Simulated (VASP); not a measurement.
# Al (Im-3m) in VASP: a series of runs

The runs below take Al through single point, with r2SCAN.

Program: VASP 6.6.1. These are calculated values, not measurements. Logs are shortened: lines on timing, memory, paths and dates and some standing lists are left out, and cuts for length are marked.

## Step 1: The cell of the first run

It takes space group Im-3m (No. 229, cubic). The conventional cell has a = 3.193 Å, b = 3.193 Å, c = 3.193 Å, α = 90.00°, β = 90.00°, γ = 90.00°. Within 3.6 Å of Al (site symmetry m-3m) lie 14 Al at 2.77 to 3.19 Å.

## Step 2: Single point, r2SCAN

The input, POSCAR:

```
Al
1.0
   -1.5965054807      1.5965054807      1.5965054807
    1.5965054807     -1.5965054807      1.5965054807
    1.5965054807      1.5965054807     -1.5965054807
Al
1
Direct
    0.0000000000      0.0000000000      0.0000000000
```

The input, INCAR.step1:

```
PREC = Accurate
ENCUT = 520
ISMEAR = -1
SIGMA = 0.1
LREAL = False
LASPH = True
NELM = 80
NBANDS = 8
GGA = PE
ALGO = Normal
EDIFF = 1E-4
LWAVE = True
LCHARG = False
```

The input, INCAR.step2:

```
PREC = Accurate
ENCUT = 520
EDIFF = 1E-7
ISMEAR = -1
SIGMA = 0.1
LREAL = False
LASPH = True
NELM = 80
ALGO = Normal
ISIF = 2
LWAVE = False
LCHARG = False
METAGGA = R2SCAN
LMIXTAU = True
NBANDS = 8
ISTART = 1
```

The input, KPOINTS:

```
regular mesh
0
Gamma
  13 13 13
```

Potentials or basis: VASP PAW PBE potentials, release 64 (Al).

Command:

```console
$ cat potpaw_PBE.64/Al/POTCAR > POTCAR
$ cp INCAR.step1 INCAR
$ mpirun -np 1 vasp_std > vasp.out
$ cp INCAR.step2 INCAR
$ mpirun -np 1 vasp_std > vasp.out
```

OUTCAR:

```text
PREC = Accurate
   ENCUT = 520
   EDIFF = 1E-7
   ISMEAR = -1
   LREAL = False
   LASPH = True
   NELM = 80
   ISIF = 2
   METAGGA = R2SCAN
   ISTART = 1

 ion  position               nearest neighbor table
   1  0.000  0.000  0.000-

  LATTYP: Found a body centered cubic cell.
 ALAT       =     3.1930109614

  Lattice vectors:

 A1 = (  -1.5965054807,   1.5965054807,   1.5965054807)
 A2 = (   1.5965054807,  -1.5965054807,   1.5965054807)
 A3 = (   1.5965054807,   1.5965054807,  -1.5965054807)

Analysis of symmetry for initial positions (statically):
=====================================================================
 Subroutine PRICEL returns:
 Original cell was already a primitive cell.

 Routine SETGRP: Setting up the symmetry group for a
 body centered cubic supercell.

 Subroutine GETGRP returns: Found 48 space group operations
 (whereof 48 operations were pure point group operations)
 out of a pool of 48 trial point group operations.

The static configuration has the point symmetry O_h .

Analysis of symmetry for dynamics (positions and initial velocities):
=====================================================================
 Subroutine PRICEL returns:
 Original cell was already a primitive cell.

 Routine SETGRP: Setting up the symmetry group for a
 body centered cubic supercell.

 Subroutine GETGRP returns: Found 48 space group operations
 (whereof 48 operations were pure point group operations)
 out of a pool of 48 trial point group operations.

The dynamic configuration has the point symmetry O_h .

 Subroutine INISYM returns: Found 48 space group operations
 (whereof 48 operations are pure point group operations),
 and found     1 'primitive' translations

----------------------------------------------------------------------------------------

                                     Primitive cell

  volume of cell :      16.2769

  direct lattice vectors                    reciprocal lattice vectors
    -1.596505481  1.596505481  1.596505481     0.000000000  0.313184017  0.313184017
     1.596505481 -1.596505481  1.596505481     0.313184017  0.000000000  0.313184017
     1.596505481  1.596505481 -1.596505481     0.313184017  0.313184017  0.000000000

  length of vectors
     2.765228607  2.765228607  2.765228607     0.442909085  0.442909085  0.442909085

  position of ions in fractional coordinates (direct lattice)
     0.000000000  0.000000000  0.000000000

  ion indices of the primitive-cell ions
   primitive index   ion index
                 1           1

----------------------------------------------------------------------------------------

 KPOINTS: regular mesh

Automatic generation of k-mesh.
 Grid dimensions read from file:
 generate k-points for:   13   13   13

 Generating k-lattice:

  Cartesian coordinates                     Fractional coordinates (reciprocal lattice)
     0.000000000  0.024091078  0.024091078     0.076923077  0.000000000  0.000000000
     0.024091078  0.000000000  0.024091078     0.000000000  0.076923077  0.000000000
     0.024091078  0.024091078  0.000000000     0.000000000  0.000000000  0.076923077

  Length of vectors
     0.034069930  0.034069930  0.034069930

  Shift w.r.t. Gamma in fractional coordinates (k-lattice)
     0.000000000  0.000000000  0.000000000

 Subroutine IBZKPT returns following result:
 ===========================================

 Found     84 irreducible k-points:

 Following reciprocal coordinates:
            Coordinates               Weight
  0.000000  0.000000  0.000000      1.000000
  0.076923  0.000000  0.000000     12.000000
  0.153846  0.000000  0.000000     12.000000
  0.230769  0.000000  0.000000     12.000000
  0.307692  0.000000  0.000000     12.000000
  0.384615  0.000000  0.000000     12.000000
[... 16 lines left out ...]
  0.153846  0.076923  0.076923     24.000000
  0.230769  0.076923  0.076923     24.000000
 [... further k-points ...]
   k-points           NKPTS =     84   k-points in BZ     NKDIM =     84   number of bands    NBANDS=      8
   number of dos      NEDOS =    301   number of ions     NIONS =      1
   total plane-waves  NPLWV =  13824
   dimension x,y,z NGX =    24 NGY =   24 NGZ =   24
   dimension x,y,z NGXF=    48 NGYF=   48 NGZF=   48
   ions per type =               1
   NGX,Y,Z   is equivalent  to a cutoff of  14.43, 14.43, 14.43 a.u.
   NGXF,Y,Z  is equivalent  to a cutoff of  28.86, 28.86, 28.86 a.u.
 SYSTEM =  unknown system
   PREC   = accura    normal or accurate (medium, high low for compatibility)
   ISTART =      1    job   : 0-new  1-cont  2-samecut
   ICHARG =      0    charge: 1-file 2-atom 10-const
   ISPIN  =      1    spin polarized calculation?
   LNONCOLLINEAR =      F non collinear calculations
   LSORBIT =      F    spin-orbit coupling
   LASPH  =      T    aspherical Exc in radial PAW
   ENCUT  =  520.0 eV  38.22 Ry    6.18 a.u.   5.14  5.14  5.14*2*pi/ulx,y,z
   NELM   =     80;   NELMIN=  2; NELMDL=  0     # of ELM steps
   EDIFF  = 0.1E-06   stopping-criterion for ELM
   LREAL  =      F    real-space projection
   EDIFFG = 0.1E-05   stopping-criterion for IOM
   NSW    =      0    number of steps for IOM
   IBRION =     -1    ionic relax: 0-MD 1-quasi-New 2-CG
   NFREE  =      0    steps in history (QN), initial steepest desc. (CG)
   ISIF   =      2    stress and relaxation
   ISYM   =      2    0-nonsym 1-usesym 2-fastsym
   POTIM  = 0.5000    time-step for ionic-motion
   TEBEG  =    0.0;   TEEND  =   0.0 temperature during run
   PSTRESS=    0.0 pullay stress
   NELECT =       3.0000    total number of electrons
   NUPDOWN=      -1.0000    fix difference up-down
   EMIN   =  10.00;   EMAX   =-10.00  energy-range for DOS
   EFERMI =   0.00;   METHOD = LEGACY
   ISMEAR =    -1;   SIGMA  =   0.10  broadening in eV -4-tet -1-fermi 0-gaus
   EFERMI_NEDOS =   21; number of points for ismear=-14 and -15
   IALGO  =     38    algorithm
   IMIX   =      4    mixing-type and parameters
     AMIX     =   0.40;   BMIX     =  1.00
     AMIX_MAG =   1.60;   BMIX_MAG =  1.00
  volume/ion in A,a.u.               =      16.28       109.84
  Fermi-wavevector in a.u.,A,eV,Ry     =   0.931662  1.760585 11.809765  0.867993
  Thomas-Fermi vector in A             =   2.058178
   LORBIT       =      0    0 simple, 1 ext, 2 COOP (PROOUT), +10 PAW based schemes
   METAGGA = R2SCAN    functional components
   LHFCALC =     F    Hartree Fock is set to
   AEXX    =    0.0000 exact exchange contribution
   IVDW    =     0    specifies the selected vdW correction
   LEPSILON=     F    determine dielectric tensor
   LRPA    =     F    only Hartree local field effects (RPA)
 non-spin polarized calculation
  energy-cutoff  :      520.00
  volume of cell :       16.28
 maximum number of plane-waves:       451
 NGX is ok and might be reduce to    24
   NGX = 11   NGY = 11   NGZ = 11

 number of electron       3.0000000 magnetization

 Free energy of the ion-electron system (eV)
  ---------------------------------------------------
  ext. energy  EPLUGINS =         0.00000000
  ---------------------------------------------------
  free energy    TOTEN  =        -6.63346603 eV

  energy without entropy =       -6.62213366  energy(sigma->0) =       -6.62779985

 E-fermi :   8.1981     XC(G=0): -10.9728

 val. band max:        8.1093945190   @ k =  -0.3846  -0.3846   0.0769
 cond. band min:       8.2277404485   @ k =  -0.3846   0.3846   0.1538
 fundamental gap:      0.1183459295
 Fermi energy:         8.1980898121

 k-point     1 :       0.0000    0.0000    0.0000
  band No.  band energies     occupation
      1      -3.7822      2.00000
      2      22.2944      0.00000
      3      22.2944      0.00000
      4      22.2944      0.00000
      5      24.3023      0.00000
      6      24.3023      0.00000
      7      24.3023      0.00000
      8      25.5461      0.00000

 k-point     2 :       0.0769    0.0000    0.0000
  band No.  band energies     occupation
      1      -3.5995      2.00000
      2      20.3258      0.00000
      3      21.2909      0.00000
      4      21.5752      0.00000
      5      23.4227      0.00000
      6      24.3346      0.00000
      7      24.9181      0.00000
      8      25.6054      0.00000

 k-point     3 :       0.1538    0.0000    0.0000
  band No.  band energies     occupation
      1      -3.0525      2.00000
      2      16.9703      0.00000
      3      19.9499      0.00000
      4      20.2363      0.00000
      5      22.0438      0.00000
      6      23.2277      0.00000
      7      25.8024      0.00000
      8      26.1768      0.00000

 k-point     4 :       0.2308    0.0000    0.0000
  band No.  band energies     occupation
      1      -2.1455      2.00000
      2      13.5975      0.00000
      3      18.8315      0.00000
      4      18.9687      0.00000
      5      20.8303      0.00000
      6      22.2717      0.00000
      7      26.8746      0.00000
      8      26.8825      0.00000

 k-point     5 :       0.3077    0.0000    0.0000
  band No.  band energies     occupation
      1      -0.8855      2.00000
      2      10.4412      0.00000
      3      17.9633      0.00000
      4      17.9864      0.00000
      5      19.8949      0.00000
      6      21.4711      0.00000
      7      27.8266      0.00000
      8      28.2262      0.00000
[... 177 lines left out ...]
 k-point    22 :       0.0769    0.0769    0.0769
  band No.  band energies     occupation
      1      -2.6890      2.00000
      2      17.0771      0.00000
      3      17.0771      0.00000
      4      17.8043      0.00000
      5      25.0315      0.00000
      6      25.0315      0.00000
      7      25.6962      0.00000
      8      25.6962      0.00000

 k-point    23 :       0.1538    0.0769    0.0769
  band No.  band energies     occupation
      1      -1.7844      2.00000
      2      13.8710      0.00000
      3      15.7543      0.00000
      4      16.5121      0.00000
      5      24.4362      0.00000
      6      24.8591      0.00000
      7      26.8035      0.00000
      8      26.9339      0.00000

 k-point    24 :       0.2308    0.0769    0.0769
  band No.  band energies     occupation
      1      -0.5277      2.00000
      2      10.7517      0.00000
      3      14.7432      0.00000
      4      15.5952      0.00000
      5      23.6514      0.00000
      6      24.2332      0.00000
      7      28.0317      0.00000
      8      28.3416      0.00000

 [... further k-points ...]

------------------------ aborting loop because EDIFF is reached ----------------------------------------

  FORCE on cell =-STRESS in cart. coord.  units (eV):
  Direction    XX          YY          ZZ          XY          YZ          ZX
  --------------------------------------------------------------------------------------
  -------------------------------------------------------------------------------------
  Total       -0.0768288     -0.0768288     -0.0768288      0.0000000      0.0000000     -0.0000000
  in kB       -7.5624679     -7.5624679     -7.5624679      0.0000000      0.0000000     -0.0000000
  external PRESSURE =      -7.5624679 kB  Pullay stress =       0.0000000 kB

 VOLUME and BASIS-vectors are now :
 -----------------------------------------------------------------------------
  energy-cutoff  :      520.00
  volume of cell :       16.28
      direct lattice vectors                 reciprocal lattice vectors
    -1.596505481  1.596505481  1.596505481     0.000000000  0.313184017  0.313184017
     1.596505481 -1.596505481  1.596505481     0.313184017  0.000000000  0.313184017
     1.596505481  1.596505481 -1.596505481     0.313184017  0.313184017  0.000000000

 POSITION                                       TOTAL-FORCE (eV/Angst)
 -----------------------------------------------------------------------------------
      0.00000      0.00000      0.00000         0.000000     -0.000000     -0.000000
 -----------------------------------------------------------------------------------
    total drift:                                0.000000     -0.000000      0.000000

  FREE ENERGIE OF THE ION-ELECTRON SYSTEM (eV)
  ---------------------------------------------------
  free  energy   TOTEN  =        -6.6334660340 eV

  energy  without entropy=       -6.6221336576  energy(sigma->0) =       -6.62779985
```

It took 46 s on 1 thread of Intel Xeon Platinum 8259CL at 2.50GHz (Skylake/Cascade Lake), shared host; peak memory 0.14 GiB.

What came out:

```yaml
Free_energy: -6.6335 eV
Pressure: -0.8 GPa
```

Caveat: the PAW data sets were made with another functional, which shifts forces and pressure a little.

## Step 3: Single point, r2SCAN

This run uses another cell than the first one, of 16.76 Å³/atom, 1.030 times its volume.

The input, POSCAR:

```
Al
1.0
   -1.6121584934      1.6121584934      1.6121584934
    1.6121584934     -1.6121584934      1.6121584934
    1.6121584934      1.6121584934     -1.6121584934
Al
1
Direct
    0.0000000000      0.0000000000      0.0000000000
```

The input, INCAR.step1:

```
ALGO = Normal ; EDIFF = 1E-4
ENCUT = 520 ; GGA = PE
ISMEAR = -1 ; LASPH = True
LCHARG = False ; LREAL = False
LWAVE = True ; NBANDS = 8
NELM = 60 ; PREC = Accurate
SIGMA = 0.1
```

The input, INCAR.step2:

```
ALGO = Normal ; EDIFF = 1E-6
ENCUT = 520 ; ISIF = 2
ISMEAR = -1 ; ISTART = 1
LASPH = True ; LCHARG = True
LELF = True ; LMIXTAU = True
LREAL = False ; LVHAR = True
LWAVE = False ; METAGGA = R2SCAN
NBANDS = 8 ; NELM = 60
PREC = Accurate ; SIGMA = 0.1
```

The input, KPOINTS:

```
k-points
0
Gamma
  13 13 13
```

Potentials or basis: VASP PAW PBE potentials, release 64 (Al).

Command:

```console
$ cat potpaw_PBE.64/Al/POTCAR > POTCAR
$ cp INCAR.step1 INCAR
$ mpirun -np 1 vasp_std > vasp.out
$ cp INCAR.step2 INCAR
$ mpirun -np 1 vasp_std > vasp.out
```

OUTCAR:

```text
EDIFF = 1E-6
   ENCUT = 520
   ISIF = 2
   ISMEAR = -1
   ISTART = 1
   LASPH = True
   LREAL = False
   METAGGA = R2SCAN
   NELM = 60
   PREC = Accurate

 ion  position               nearest neighbor table
   1  0.000  0.000  0.000-

  LATTYP: Found a body centered cubic cell.
 ALAT       =     3.2243169868

  Lattice vectors:

 A1 = (  -1.6121584934,   1.6121584934,   1.6121584934)
[... 442 lines left out ...]
      6      23.6213      0.00000
      7      27.3650      0.00000
      8      27.6744      0.00000

 [... further k-points ...]

------------------------ aborting loop because EDIFF is reached ----------------------------------------

  FORCE on cell =-STRESS in cart. coord.  units (eV):
  Direction    XX          YY          ZZ          XY          YZ          ZX
  --------------------------------------------------------------------------------------
  -------------------------------------------------------------------------------------
  Total       -0.3157172     -0.3157172     -0.3157172      0.0000000      0.0000000      0.0000000
  in kB      -30.1804485    -30.1804485    -30.1804485      0.0000000      0.0000000      0.0000000
  external PRESSURE =     -30.1804485 kB  Pullay stress =       0.0000000 kB

 VOLUME and BASIS-vectors are now :
 -----------------------------------------------------------------------------
  energy-cutoff  :      520.00
  volume of cell :       16.76
      direct lattice vectors                 reciprocal lattice vectors
    -1.612158493  1.612158493  1.612158493     0.000000000  0.310143204  0.310143204
     1.612158493 -1.612158493  1.612158493     0.310143204  0.000000000  0.310143204
     1.612158493  1.612158493 -1.612158493     0.310143204  0.310143204  0.000000000

 POSITION                                       TOTAL-FORCE (eV/Angst)
 -----------------------------------------------------------------------------------
      0.00000      0.00000      0.00000         0.000000      0.000000     -0.000000
 -----------------------------------------------------------------------------------
    total drift:                                0.000000     -0.000000      0.000000

  FREE ENERGIE OF THE ION-ELECTRON SYSTEM (eV)
  ---------------------------------------------------
  free  energy   TOTEN  =        -6.6276102163 eV

  energy  without entropy=       -6.6159383675  energy(sigma->0) =       -6.62177429
```

OUTCAR.step1:

```text
EDIFF = 1E-4
   ENCUT = 520
   GGA = PE
   ISMEAR = -1
   LASPH = True
[... 479 lines left out ...]

 POSITION                                       TOTAL-FORCE (eV/Angst)
 -----------------------------------------------------------------------------------
      0.00000      0.00000      0.00000         0.000000      0.000000      0.000000
 -----------------------------------------------------------------------------------
    total drift:                                0.000000      0.000000      0.000000

  FREE ENERGIE OF THE ION-ELECTRON SYSTEM (eV)
  ---------------------------------------------------
  free  energy   TOTEN  =        -3.6575363141 eV

  energy  without entropy=       -3.6439933578  energy(sigma->0) =       -3.65076484
```

OSZICAR.step1:

```text
N       E                     dE             d eps       ncg     rms          rms(c)
DAV:   1    -0.217576915234E+01   -0.21758E+01   -0.87906E+02  1344   0.208E+02
DAV:   2    -0.367511357955E+01   -0.14993E+01   -0.14562E+01  1920   0.193E+01
DAV:   3    -0.368187026020E+01   -0.67567E-02   -0.67534E-02  1680   0.144E+00
DAV:   4    -0.368188859589E+01   -0.18336E-04   -0.18335E-04  1920   0.670E-02
DAV:   5    -0.368188868231E+01   -0.86423E-07   -0.86819E-07  1712   0.324E-03    0.123E+00
DAV:   6    -0.366753728445E+01    0.14351E-01   -0.20511E-03  1520   0.206E-01    0.707E-01
DAV:   7    -0.365754333292E+01    0.99940E-02   -0.60919E-03  1512   0.333E-01    0.138E-01
DAV:   8    -0.365753631411E+01    0.70188E-05   -0.20688E-05  1656   0.315E-02
   1 F= -.36575363E+01 E0= -.36507648E+01  d E =-.135430E-01
```

It took 43 s on 1 thread of Intel Xeon Platinum 8259CL at 2.50GHz (Skylake/Cascade Lake), shared host; peak memory 0.14 GiB.

What came out:

```
Free energy : -6.6276 eV
Pressure    : -3.0 GPa
```

Caveat: the PAW data sets were made with another functional, which shifts forces and pressure a little.

[end of part 1 of 2]
